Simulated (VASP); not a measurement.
# MgO (I4/mmm) in VASP: notebook, part 2 of 2

VASP 6.6.1. The steps go on from the part before.

## Step 4: Single point, r2SCAN (uniaxial z strain -1.0%)

POSCAR reads:

```
MgO
1.0
    0.0000000000      2.1021674155      2.0811457413
    2.1021674155      0.0000000000      2.0811457413
    2.1021674155      2.1021674155      0.0000000000
Mg O
1 1
Direct
    0.0000000000      0.0000000000      0.0000000000
    0.5000000000      0.5000000000      0.5000000000
```

INCAR.step1 reads:

```
PREC = Accurate ; ENCUT = 520
ISMEAR = 0 ; SIGMA = 0.01
LREAL = False ; LASPH = True
NELM = 60 ; NBANDS = 11
GGA = PE ; ALGO = Normal
EDIFF = 1E-4 ; LWAVE = True
LCHARG = False
```

INCAR.step2 reads:

```
PREC = Accurate ; ENCUT = 520
EDIFF = 1E-6 ; ISMEAR = 0
SIGMA = 0.01 ; LREAL = False
LASPH = True ; NELM = 60
ALGO = Normal ; ISIF = 2
LWAVE = False ; LCHARG = False
METAGGA = R2SCAN ; LMIXTAU = True
NBANDS = 11 ; ISTART = 1
```

KPOINTS reads:

```
Automatic mesh
0
Gamma
  10 10 10
```

Potentials or basis: VASP PAW PBE potentials, release 64 (Mg, O).

Command:

```console
> cat potpaw_PBE.64/Mg/POTCAR potpaw_PBE.64/O/POTCAR > POTCAR
> cp INCAR.step1 INCAR
> mpirun -np 1 vasp_std > vasp.out
> cp INCAR.step2 INCAR
> mpirun -np 1 vasp_std > vasp.out
```

OUTCAR:

```text
PREC = Accurate
   ENCUT = 520
   EDIFF = 1E-6
   ISMEAR = 0
   LREAL = False
   LASPH = True
   NELM = 60
   ISIF = 2
   METAGGA = R2SCAN
   ISTART = 1

 ion  position               nearest neighbor table
   1  0.000  0.000  0.000-   2 2.08   2 2.08   2 2.10   2 2.10   2 2.10   2 2.10
   2  0.500  0.500  0.500-   1 2.08   1 2.08   1 2.10   1 2.10   1 2.10   1 2.10

  LATTYP: Found a body centered tetragonal cell.
 ALAT       =     2.9729136694
 C/A-ratio  =     1.4000714267

  Lattice vectors:

 A1 = (   0.0000000000,  -2.1021674155,  -2.0811457413)
 A2 = (   0.0000000000,   2.1021674155,  -2.0811457413)
 A3 = (   2.1021674155,   0.0000000000,   2.0811457413)

Analysis of symmetry for initial positions (statically):
=====================================================================
 Subroutine PRICEL returns:
 Original cell was already a primitive cell.

 Routine SETGRP: Setting up the symmetry group for a
 body centered tetragonal supercell.

 Subroutine GETGRP returns: Found 16 space group operations
 (whereof 16 operations were pure point group operations)
 out of a pool of 16 trial point group operations.

The static configuration has the point symmetry D_4h.
[... 166 lines left out ...]
 fundamental gap:      5.7548202619
 Fermi energy:         2.9939665287

 k-point     1 :       0.0000    0.0000    0.0000
  band No.  band energies     occupation
      1     -15.3902      2.00000
      2       2.8758      2.00000
      3       2.8982      2.00000
      4       2.8982      2.00000
      5       8.6530      0.00000
      6      19.7811      0.00000
      7      19.7811      0.00000
      8      19.8896      0.00000
      9      24.0078      0.00000
     10      25.6193      0.00000
     11      25.9654      0.00000
[... 309 lines left out ...]
 k-point    24 :       0.4000    0.3000    0.0000
  band No.  band energies     occupation
      1     -14.1339      2.00000
      2      -0.7332      2.00000
      3       1.5341      2.00000
      4       1.7438      2.00000
      5      13.5926      0.00000
      6      14.0576      0.00000
      7      17.9364      0.00000
      8      22.4983      0.00000
      9      22.7427      0.00000
     10      29.2908      0.00000
     11      31.8114      0.00000

 [... further k-points ...]
[... 5 lines left out ...]
  --------------------------------------------------------------------------------------
  -------------------------------------------------------------------------------------
  Total       -0.0199581     -0.0199581      0.2486279      0.0000000      0.0000000      0.0000000
  in kB       -1.7384505     -1.7384505     21.6567497      0.0000000      0.0000000      0.0000000
  external PRESSURE =       6.0599495 kB  Pullay stress =       0.0000000 kB

 VOLUME and BASIS-vectors are now :
 -----------------------------------------------------------------------------
  energy-cutoff  :      520.00
  volume of cell :       18.39
      direct lattice vectors                 reciprocal lattice vectors
     0.000000000  2.102167415  2.081145741    -0.237849753  0.237849753  0.240252276
     2.102167415  0.000000000  2.081145741     0.237849753 -0.237849753  0.240252276
     2.102167415  2.102167415  0.000000000     0.237849753  0.237849753 -0.240252276

 POSITION                                       TOTAL-FORCE (eV/Angst)
 -----------------------------------------------------------------------------------
      0.00000      0.00000      0.00000         0.000000     -0.000000     -0.000000
      2.10217      2.10217      2.08115        -0.000000      0.000000      0.000000
 -----------------------------------------------------------------------------------
    total drift:                               -0.000000     -0.000000      0.000000

  FREE ENERGIE OF THE ION-ELECTRON SYSTEM (eV)
  ---------------------------------------------------
  free  energy   TOTEN  =       -16.1602725526 eV

  energy  without entropy=      -16.1602725526  energy(sigma->0) =      -16.16027255
```

OUTCAR.step1:

```text
PREC = Accurate
   ENCUT = 520
   ISMEAR = 0
   LREAL = False
   LASPH = True
[... 559 lines left out ...]
      0.00000      0.00000      0.00000        -0.000000     -0.000000     -0.000000
      2.10217      2.10217      2.08115         0.000000      0.000000      0.000000
 -----------------------------------------------------------------------------------
    total drift:                               -0.000000     -0.000000      0.000000

  FREE ENERGIE OF THE ION-ELECTRON SYSTEM (eV)
  ---------------------------------------------------
  free  energy   TOTEN  =       -11.8947339655 eV

  energy  without entropy=      -11.8947339655  energy(sigma->0) =      -11.89473397
```

OSZICAR.step1:

```text
N       E                     dE             d eps       ncg     rms          rms(c)
DAV:   1     0.140663813069E+02    0.14066E+02   -0.45690E+03  2572   0.642E+02
DAV:   2    -0.128646737999E+02   -0.26931E+02   -0.26069E+02  2636   0.137E+02
DAV:   3    -0.134574982307E+02   -0.59282E+00   -0.59239E+00  2676   0.174E+01
DAV:   4    -0.134589637077E+02   -0.14655E-02   -0.14654E-02  2493   0.100E+00
DAV:   5    -0.134589683695E+02   -0.46617E-05   -0.46618E-05  2620   0.548E-02    0.724E+00
DAV:   6    -0.119104413890E+02    0.15485E+01   -0.86583E+00  2331   0.163E+01    0.219E+00
DAV:   7    -0.119001079395E+02    0.10333E-01   -0.56977E-02  2475   0.209E+00    0.134E+00
DAV:   8    -0.118951180830E+02    0.49899E-02   -0.26792E-02  2361   0.184E+00    0.235E-01
DAV:   9    -0.118947379580E+02    0.38012E-03   -0.61490E-04  2577   0.171E-01    0.129E-01
DAV:  10    -0.118947339655E+02    0.39926E-05   -0.51376E-04  2373   0.165E-01
   1 F= -.11894734E+02 E0= -.11894734E+02  d E =-.832578E-26
```

It took 44 s on 1 thread of Intel Xeon Platinum 8559C (Emerald Rapids), shared host; peak memory 0.15 GiB.

Results:

```yaml
Free_energy: -16.1603 eV
Pressure: 0.6 GPa
Band_gap_on_the_k_mesh: 5.75 eV
```

Levels at points of the mesh, in eV from the valence-band top:
```
           k point  band 1  band 2  band 3  band 4  band 5  band 6  band 7  band 8  band 9
(0.00, 0.00, 0.00)  -18.29   -0.02    0.00    0.00    5.75   16.88   16.88   16.99   21.11
(0.50, 0.00, 0.00)  -17.00   -4.69   -0.71   -0.69    8.90   13.98   17.46   17.70   22.61
(0.50, 0.50, 0.00)  -16.73   -4.15   -1.43   -1.43    9.97   11.22   14.55   20.53   20.53
(0.50, 0.00, 0.50)  -16.76   -4.19   -1.42   -1.36   10.08   11.24   14.41   20.55   20.76
```

Caveat: the cell differs from its parent crystal (uniaxial z strain -1.0%); the PAW data sets were made with another functional, which shifts forces and pressure a little.

## Step 5: Single point, r2SCAN (uniaxial z strain +1.0%)

POSCAR reads:

```
MgO
1.0
    0.0000000000      2.1021674155      2.1231890896
    2.1021674155      0.0000000000      2.1231890896
    2.1021674155      2.1021674155      0.0000000000
Mg O
1 1
Direct
    0.0000000000      0.0000000000      0.0000000000
    0.5000000000      0.5000000000      0.5000000000
```

INCAR.step1 reads:

```
SYSTEM = MgO
ALGO     = Normal         ! electronic algorithm
EDIFF    = 1E-4           ! SCF threshold, eV
ENCUT    = 520            ! plane-wave cutoff, eV
GGA      = PE             ! functional
ISMEAR   = 0              ! smearing method
LASPH    = .TRUE.         ! aspherical terms in the spheres
LCHARG   = .FALSE.        ! write CHGCAR
LREAL    = .FALSE.        ! projectors in reciprocal space
LWAVE    = .TRUE.         ! write WAVECAR
NBANDS   = 11             ! bands
NELM     = 80             ! most SCF steps
PREC     = Accurate       ! precision mode
SIGMA    = 0.01           ! smearing width, eV
```

INCAR.step2 reads:

```
SYSTEM = MgO
ALGO     = Normal         ! electronic algorithm
EDIFF    = 1E-7           ! SCF threshold, eV
ENCUT    = 520            ! plane-wave cutoff, eV
ISIF     = 2              ! what is computed and relaxed
ISMEAR   = 0              ! smearing method
ISTART   = 1            
LASPH    = .TRUE.         ! aspherical terms in the spheres
LCHARG   = .FALSE.        ! write CHGCAR
LMIXTAU  = .TRUE.       
LREAL    = .FALSE.        ! projectors in reciprocal space
LWAVE    = .FALSE.        ! write WAVECAR
METAGGA  = R2SCAN         ! meta-GGA
NBANDS   = 11             ! bands
NELM     = 80             ! most SCF steps
PREC     = Accurate       ! precision mode
SIGMA    = 0.01           ! smearing width, eV
```

KPOINTS reads:

```
k-points
0
G
  10 10 10
  0 0 0
```

Command:

```console
> cat potpaw_PBE.64/Mg/POTCAR potpaw_PBE.64/O/POTCAR > POTCAR
> cp INCAR.step1 INCAR
> mpirun -np 1 vasp_std > vasp.out
> cp INCAR.step2 INCAR
> mpirun -np 1 vasp_std > vasp.out
```

Run time: 37 s. Hardware: 1 thread of Intel Xeon Platinum 8559C (Emerald Rapids), shared host; peak memory 0.16 GiB.

It converged, with:

* Free energy: -16.1583 eV
* Pressure: -2.7 GPa
* Band gap on the k mesh: 5.54 eV

Stress tensor (GPa, compression positive):
```
-2.06  0.00  0.00
 0.00 -2.06  0.00
 0.00  0.00 -4.05
```

Levels at points of the mesh, in eV from the valence-band top:
| k point | band 1 | band 2 | band 3 | band 4 | band 5 | band 6 | band 7 | band 8 |
| --- | --- | --- | --- | --- | --- | --- | --- | --- |
| (0.00, 0.00, 0.00) | -18.19 | -0.02 | -0.02 | 0.00 | 5.54 | 16.72 | 16.83 | 16.83 |
| (0.50, 0.00, 0.00) | -16.96 | -4.61 | -0.69 | -0.67 | 8.75 | 13.74 | 17.25 | 17.48 |
| (0.50, 0.50, 0.00) | -16.73 | -4.12 | -1.35 | -1.35 | 10.08 | 11.01 | 14.14 | 20.36 |
| (0.50, 0.00, 0.50) | -16.70 | -4.09 | -1.43 | -1.36 | 9.98 | 10.99 | 14.27 | 20.15 |

Caveat: the cell differs from its parent crystal (uniaxial z strain +1.0%); the PAW data sets were made with another functional, which shifts forces and pressure a little.

## Step 6: Single point, r2SCAN (uniaxial z strain +2.0%)

POSCAR reads:

```
MgO
1.0
    0.0000000000      2.1021674155      2.1442107638
    2.1021674155      0.0000000000      2.1442107638
    2.1021674155      2.1021674155      0.0000000000
Mg O
1 1
Direct
    0.0000000000      0.0000000000      0.0000000000
    0.5000000000      0.5000000000      0.5000000000
```

INCAR.step1 reads:

```
SYSTEM = MgO
PREC = Accurate
ENCUT = 520
ISMEAR = 0
SIGMA = 0.01
LREAL = .FALSE.
LASPH = .TRUE.
NELM = 80
NBANDS = 11
GGA = PE
ALGO = Normal
EDIFF = 1E-4
LWAVE = .TRUE.
LCHARG = .FALSE.
```

INCAR.step2 reads:

```
SYSTEM = MgO
PREC = Accurate
ENCUT = 520
EDIFF = 1E-7
ISMEAR = 0
SIGMA = 0.01
LREAL = .FALSE.
LASPH = .TRUE.
NELM = 80
ALGO = Normal
ISIF = 2
LWAVE = .FALSE.
LCHARG = .FALSE.
METAGGA = R2SCAN
LMIXTAU = .TRUE.
NBANDS = 11
ISTART = 1
```

KPOINTS reads:

```
Automatic mesh
0
G
  10 10 10
  0 0 0
```

Potentials or basis: VASP PAW PBE potentials, release 64 (Mg, O).

Command:

```console
> cat potpaw_PBE.64/Mg/POTCAR potpaw_PBE.64/O/POTCAR > POTCAR
> cp INCAR.step1 INCAR
> mpirun -np 1 vasp_std > vasp.out
> cp INCAR.step2 INCAR
> mpirun -np 1 vasp_std > vasp.out
```

Wall time 34 s (1 thread of Intel Xeon Platinum 8559C (Emerald Rapids), shared host); peak memory 0.15 GiB.

Results (log left out):

- Free energy: -16.1524 eV
- Pressure: -4.2 GPa
- Band gap on the k mesh: 5.43 eV

Stress tensor (GPa, compression positive):
```
-2.95  0.00  0.00
 0.00 -2.95  0.00
 0.00  0.00 -6.61
```

Levels at points of the mesh, in eV from the valence-band top:
| k point | band 1 | band 2 | band 3 | band 4 | band 5 | band 6 | band 7 | band 8 |
| --- | --- | --- | --- | --- | --- | --- | --- | --- |
| (0.00, 0.00, 0.00) | -18.16 | -0.04 | -0.04 | 0.00 | 5.43 | 16.59 | 16.80 | 16.80 |
| (0.50, 0.00, 0.00) | -16.94 | -4.58 | -0.71 | -0.66 | 8.67 | 13.60 | 17.03 | 17.47 |
| (0.50, 0.50, 0.00) | -16.73 | -4.11 | -1.33 | -1.33 | 10.12 | 10.90 | 13.92 | 20.27 |
| (0.50, 0.00, 0.50) | -16.68 | -4.05 | -1.47 | -1.35 | 9.92 | 10.86 | 14.19 | 19.84 |

Caveat: the cell differs from its parent crystal (uniaxial z strain +2.0%); the cell stands under tension; the PAW data sets were made with another functional, which shifts forces and pressure a little.

## Step 7: The runs side by side

| cell | gap on the mesh (eV) | pressure (GPa) |
| --- | --- | --- |
| a = 2.929, b = 2.929, c = 2.973 Å, angles 59.5, 59.5, 61.0°, 2 atoms | 5.95 | 4.6 |
| a = 2.943, b = 2.943, c = 2.973 Å, angles 59.7, 59.7, 60.7°, 2 atoms | 5.85 | 2.5 |
| a = 2.958, b = 2.958, c = 2.973 Å, angles 59.8, 59.8, 60.3°, 2 atoms | 5.75 | 0.6 |
| a = 2.988, b = 2.988, c = 2.973 Å, angles 60.2, 60.2, 59.7°, 2 atoms | 5.54 | -2.7 |
| a = 3.003, b = 3.003, c = 2.973 Å, angles 60.3, 60.3, 59.3°, 2 atoms | 5.43 | -4.2 |

Alike in all rows: task single point; level r2SCAN; potentials or basis VASP PAW PBE potentials, release 64 (Mg, O); no spin polarisation; k mesh 10 × 10 × 10; cutoff (eV) 520; smearing gaussian 0.01 eV.

Caveats: the PAW data sets were made with another functional, which shifts forces and pressure a little; the cell stands under pressure (at least some runs); the cell stands under tension (at least some runs).

Total energies depend on the potentials used, so only differences within one code and one set of settings carry meaning.
